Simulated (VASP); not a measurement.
# AlRu (P4/mmm) in VASP: a series of runs, part 2 of 2

VASP 6.6.1. The steps go on from the part before.

### Step 3. Single point, PBE (strain +0.000 along x and y, +0.015 along z)

The input, INCAR:

```
SYSTEM = AlRu
ALGO = Fast
EDIFF = 1E-6
ENCUT = 520
GGA = PE
ISIF = 2
ISMEAR = 0
LASPH = .True.
LCHARG = .False.
LREAL = .False.
LWAVE = .False.
NBANDS = 16
NELM = 80
PREC = Accurate
SIGMA = 0.15
```

The input, KPOINTS:

```
k-points
0
Gamma
  20 20 20
  0 0 0
```

The input, POSCAR:

```
AlRu
1.0
    3.0040847246      0.0000000000      0.0000000000
    0.0000000000      3.0040847246      0.0000000000
    0.0000000000      0.0000000000      3.0491459955
Al Ru
1 1
Direct
    0.0000000000      0.0000000000      0.0000000000
    0.5000000000      0.5000000000      0.5000000000
```

Potentials or basis: VASP PAW PBE potentials, release 64 (Al, Ru_pv).

Command:

```
> cat potpaw_PBE.64/Al/POTCAR potpaw_PBE.64/Ru_pv/POTCAR > POTCAR
> mpirun -np 1 vasp_std > vasp.out
```

OUTCAR:

```text
SYSTEM = AlRu
   EDIFF = 1E-6
   ENCUT = 520
   GGA = PE
   ISIF = 2
   ISMEAR = 0
   LASPH = .True.
   LREAL = .False.
   NELM = 80
   PREC = Accurate

 ion  position               nearest neighbor table
   1  0.000  0.000  0.000-   2 2.61   2 2.61   2 2.61   2 2.61   2 2.61   2 2.61   2 2.61   2 2.61

   2  0.500  0.500  0.500-   1 2.61   1 2.61   1 2.61   1 2.61   1 2.61   1 2.61   1 2.61   1 2.61

  LATTYP: Found a simple tetragonal cell.
 ALAT       =     3.0040847246
 C/A-ratio  =     1.0150000000

  Lattice vectors:

[... 646 lines left out ...]

  FORCE on cell =-STRESS in cart. coord.  units (eV):
  Direction    XX          YY          ZZ          XY          YZ          ZX
  --------------------------------------------------------------------------------------
  -------------------------------------------------------------------------------------
  Total       -0.3744542     -0.3744542     -0.7794723      0.0000000      0.0000000      0.0000000
  in kB      -21.8025203    -21.8025203    -45.3846199      0.0000000      0.0000000      0.0000000
  external PRESSURE =     -29.6632202 kB  Pullay stress =       0.0000000 kB

 VOLUME and BASIS-vectors are now :
 -----------------------------------------------------------------------------
  energy-cutoff  :      520.00
  volume of cell :       27.52
      direct lattice vectors                 reciprocal lattice vectors
     3.004084725  0.000000000  0.000000000     0.332880092  0.000000000  0.000000000
     0.000000000  3.004084725  0.000000000     0.000000000  0.332880092  0.000000000
     0.000000000  0.000000000  3.049145995     0.000000000  0.000000000  0.327960682

 POSITION                                       TOTAL-FORCE (eV/Angst)
 -----------------------------------------------------------------------------------
      0.00000      0.00000      0.00000         0.000000      0.000000      0.000000
      1.50204      1.50204      1.52457         0.000000      0.000000      0.000000
 -----------------------------------------------------------------------------------
    total drift:                                0.000000     -0.000000     -0.000000

  FREE ENERGIE OF THE ION-ELECTRON SYSTEM (eV)
  ---------------------------------------------------
  free  energy   TOTEN  =       -14.2616775900 eV

  energy  without entropy=      -14.2422295841  energy(sigma->0) =      -14.25195359
```

OSZICAR:

```text
N       E                     dE             d eps       ncg     rms          rms(c)
DAV:   1     0.114980743939E+03    0.11498E+03   -0.91533E+03 23832   0.984E+02
DAV:   2    -0.130611792318E+02   -0.12804E+03   -0.12188E+03 27320   0.290E+02
DAV:   3    -0.149140934921E+02   -0.18529E+01   -0.18471E+01 29824   0.364E+01
DAV:   4    -0.149278222524E+02   -0.13729E-01   -0.13713E-01 28984   0.330E+00
DAV:   5    -0.149280250087E+02   -0.20276E-03   -0.20237E-03 28840   0.381E-01    0.115E+01
RMM:   6    -0.143539993498E+02    0.57403E+00   -0.20408E+00 23790   0.111E+01    0.230E+00
RMM:   7    -0.142765012351E+02    0.77498E-01   -0.13627E-01 24440   0.296E+00    0.185E+00
RMM:   8    -0.142618861816E+02    0.14615E-01   -0.15975E-02 25456   0.936E-01    0.191E-01
RMM:   9    -0.142616831032E+02    0.20308E-03   -0.11136E-03 26300   0.273E-01    0.119E-01
RMM:  10    -0.142616778261E+02    0.52772E-05   -0.11984E-04 27601   0.102E-01    0.163E-02
RMM:  11    -0.142616781006E+02   -0.27456E-06   -0.25380E-05 27793   0.402E-02    0.178E-02
RMM:  12    -0.142616775900E+02    0.51062E-06   -0.69512E-06 26083   0.217E-02
   1 F= -.14261678E+02 E0= -.14251954E+02  d E =-.194480E-01
```

Wall time 1.8 min (1 thread of Intel Xeon 6975P-C, shared host); peak memory 0.4 GiB.

Results:

```
Free energy : -14.2617 eV
Pressure    : -3.0 GPa
```

Stress tensor (GPa, compression positive):
```
-2.18  0.00  0.00
 0.00 -2.18  0.00
 0.00  0.00 -4.54
```

Levels at points of the mesh, in eV from the Fermi level:
| k point | band 7 | band 8 | band 9 | band 10 | band 11 | band 12 |
| --- | --- | --- | --- | --- | --- | --- |
| (0.00, 0.00, 0.00) | 0.14 | 0.14 | 0.23 | 5.65 | 6.10 | 6.10 |
| (0.50, 0.00, 0.00) | -1.66 | -1.49 | 0.39 | 2.28 | 7.45 | 10.64 |
| (0.50, 0.50, 0.00) | -1.29 | -1.20 | -1.20 | 1.53 | 5.27 | 6.02 |
| (0.00, 0.00, 0.50) | -1.48 | -1.48 | 0.45 | 2.03 | 7.48 | 11.02 |
| (0.50, 0.00, 0.50) | -1.32 | -1.09 | -1.05 | 1.44 | 5.08 | 5.93 |
| (0.50, 0.50, 0.50) | 1.51 | 1.61 | 2.41 | 4.02 | 4.11 | 4.11 |

Caveat: the cell differs from its parent crystal (strain +0.000 along x and y, +0.015 along z).

### Step 4. Single point, PBE (strain +0.015 along x and y, -0.015 along z)

The input, INCAR:

```
SYSTEM = AlRu
  PREC = Accurate
  ENCUT = 520
  EDIFF = 1E-6
  ISMEAR = 0
  SIGMA = 0.15
  LREAL = .FALSE.
  LASPH = .TRUE.
  NELM = 100
  ALGO = Fast
  ISIF = 2
  LWAVE = .FALSE.
  LCHARG = .TRUE.
  GGA = PE
  LELF = .TRUE.
  LVHAR = .TRUE.
  NBANDS = 16
```

The input, KPOINTS:

```
Automatic mesh
0
G
  20 20 20
  0 0 0
```

The input, POSCAR:

```
AlRu
1.0
    3.0491459955      0.0000000000      0.0000000000
    0.0000000000      3.0491459955      0.0000000000
    0.0000000000      0.0000000000      2.9590234537
Al Ru
1 1
Direct
    0.0000000000      0.0000000000      0.0000000000
    0.5000000000      0.5000000000      0.5000000000
```

Command:

```
> cat potpaw_PBE.64/Al/POTCAR potpaw_PBE.64/Ru_pv/POTCAR > POTCAR
> mpirun -np 1 vasp_std > vasp.out
```

Wall time 2 min (1 thread of Intel Xeon 6975P-C, shared host); peak memory 0.4 GiB.

Results (log left out):

```
Free energy : -14.2555 eV
Pressure    : -2.9 GPa
```

Stress tensor (GPa, compression positive):
```
-4.51  0.00  0.00
 0.00 -4.51  0.00
 0.00  0.00  0.43
```

Levels at points of the mesh, in eV from the Fermi level:
```
           k point  band 7  band 8  band 9  band 10  band 11  band 12
(0.00, 0.00, 0.00)    0.04    0.23    0.23     5.65     5.65     6.56
(0.50, 0.00, 0.00)   -1.66   -1.32    0.45     2.03     7.45    10.62
(0.50, 0.50, 0.00)   -1.46   -0.94   -0.94     1.34     4.86     5.83
(0.00, 0.00, 0.50)   -1.67   -1.67    0.33     2.52     7.44    10.64
(0.50, 0.00, 0.50)   -1.26   -1.19   -1.16     1.51     5.29     6.01
(0.50, 0.50, 0.50)    1.45    1.66    2.41     4.02     4.02     4.19
```

Caveat: the cell differs from its parent crystal (strain +0.015 along x and y, -0.015 along z).

### Step 5. Single point, PBE (strain +0.030 along x and y, -0.030 along z)

The input, INCAR:

```
SYSTEM = AlRu
PREC = Accurate
ENCUT = 520
EDIFF = 1E-6
ISMEAR = 0
SIGMA = 0.15
LREAL = .False.
LASPH = .True.
NELM = 80
ALGO = Fast
ISIF = 2
LWAVE = .False.
LCHARG = .False.
GGA = PE
NBANDS = 16
```

The input, KPOINTS:

```
Automatic mesh
0
Gamma
  20 20 20
  0 0 0
```

The input, POSCAR:

```
AlRu
1.0
    3.0942072663      0.0000000000      0.0000000000
    0.0000000000      3.0942072663      0.0000000000
    0.0000000000      0.0000000000      2.9139621829
Al Ru
1 1
Direct
    0.0000000000      0.0000000000      0.0000000000
    0.5000000000      0.5000000000      0.5000000000
```

Potentials or basis: VASP PAW PBE potentials, release 64 (Al, Ru_pv).

Command:

```
> cat potpaw_PBE.64/Al/POTCAR potpaw_PBE.64/Ru_pv/POTCAR > POTCAR
> mpirun -np 1 vasp_std > vasp.out
```

OUTCAR:

```text
SYSTEM = AlRu
   PREC = Accurate
   ENCUT = 520
   EDIFF = 1E-6
   ISMEAR = 0
   LREAL = .False.
   LASPH = .True.
   NELM = 80
   ISIF = 2
   GGA = PE

 ion  position               nearest neighbor table
   1  0.000  0.000  0.000-   2 2.63   2 2.63   2 2.63   2 2.63   2 2.63   2 2.63   2 2.63   2 2.63

   2  0.500  0.500  0.500-   1 2.63   1 2.63   1 2.63   1 2.63   1 2.63   1 2.63   1 2.63   1 2.63

  LATTYP: Found a simple tetragonal cell.
 ALAT       =     3.0942072663
 C/A-ratio  =     0.9417475728

  Lattice vectors:

[... 646 lines left out ...]

  FORCE on cell =-STRESS in cart. coord.  units (eV):
  Direction    XX          YY          ZZ          XY          YZ          ZX
  --------------------------------------------------------------------------------------
  -------------------------------------------------------------------------------------
  Total       -1.4736327     -1.4736327      0.2436086      0.0000000     -0.0000000      0.0000000
  in kB      -84.6285942    -84.6285942     13.9900896      0.0000000     -0.0000000      0.0000000
  external PRESSURE =     -51.7556996 kB  Pullay stress =       0.0000000 kB

 VOLUME and BASIS-vectors are now :
 -----------------------------------------------------------------------------
  energy-cutoff  :      520.00
  volume of cell :       27.90
      direct lattice vectors                 reciprocal lattice vectors
     3.094207266  0.000000000  0.000000000     0.323184556  0.000000000  0.000000000
     0.000000000  3.094207266  0.000000000     0.000000000  0.323184556  0.000000000
     0.000000000  0.000000000  2.913962183     0.000000000  0.000000000  0.343175353

 POSITION                                       TOTAL-FORCE (eV/Angst)
 -----------------------------------------------------------------------------------
      0.00000      0.00000      0.00000         0.000000      0.000000      0.000000
      1.54710      1.54710      1.45698         0.000000      0.000000      0.000000
 -----------------------------------------------------------------------------------
    total drift:                                0.000000     -0.000000     -0.000000

  FREE ENERGIE OF THE ION-ELECTRON SYSTEM (eV)
  ---------------------------------------------------
  free  energy   TOTEN  =       -14.2203183828 eV

  energy  without entropy=      -14.2014386458  energy(sigma->0) =      -14.21087851
```

OSZICAR:

```text
N       E                     dE             d eps       ncg     rms          rms(c)
DAV:   1     0.114847192346E+03    0.11485E+03   -0.91384E+03 23784   0.980E+02
DAV:   2    -0.130096285134E+02   -0.12786E+03   -0.12176E+03 27320   0.289E+02
DAV:   3    -0.148656654964E+02   -0.18560E+01   -0.18501E+01 29440   0.365E+01
DAV:   4    -0.148797366511E+02   -0.14071E-01   -0.14055E-01 29808   0.332E+00
DAV:   5    -0.148799331793E+02   -0.19653E-03   -0.19621E-03 28472   0.371E-01    0.112E+01
RMM:   6    -0.143175457784E+02    0.56239E+00   -0.20458E+00 23845   0.111E+01    0.229E+00
RMM:   7    -0.142354239979E+02    0.82122E-01   -0.14128E-01 24387   0.300E+00    0.181E+00
RMM:   8    -0.142205420871E+02    0.14882E-01   -0.16922E-02 25340   0.959E-01    0.194E-01
RMM:   9    -0.142203269495E+02    0.21514E-03   -0.11710E-03 26245   0.275E-01    0.117E-01
RMM:  10    -0.142203176493E+02    0.93002E-05   -0.12646E-04 27684   0.101E-01    0.203E-02
RMM:  11    -0.142203184973E+02   -0.84795E-06   -0.26805E-05 27852   0.410E-02    0.174E-02
RMM:  12    -0.142203183828E+02    0.11445E-06   -0.68844E-06 26174   0.212E-02
   1 F= -.14220318E+02 E0= -.14210879E+02  d E =-.188797E-01
```

It took 1.9 min on 1 thread of Intel Xeon 6975P-C, shared host; peak memory 0.4 GiB.

Results:

- Free energy: -14.2203 eV
- Pressure: -5.2 GPa

Stress tensor (GPa, compression positive):
```
-8.46  0.00  0.00
 0.00 -8.46  0.00
 0.00  0.00  1.40
```

Caveat: the cell differs from its parent crystal (strain +0.030 along x and y, -0.030 along z).

### Step 6. The runs side by side

```csv
cell,gap on the mesh (eV),pressure (GPa)
"a = 3.049, b = 3.049, c = 2.914 Å, 2 atoms",none,0.3
"a = 3.004, b = 3.004, c = 3.049 Å, 2 atoms",none,-3.0
"a = 3.049, b = 3.049, c = 2.959 Å, 2 atoms",none,-2.9
"a = 3.094, b = 3.094, c = 2.914 Å, 2 atoms",none,-5.2
```

Alike in all rows: task single point; level PBE; potentials or basis VASP PAW PBE potentials, release 64 (Al, Ru_pv); no spin polarisation; k mesh 20 × 20 × 20; cutoff (eV) 520; smearing gaussian 0.15 eV.

Total energies depend on the potentials used, so only differences within one code and one set of settings carry meaning.
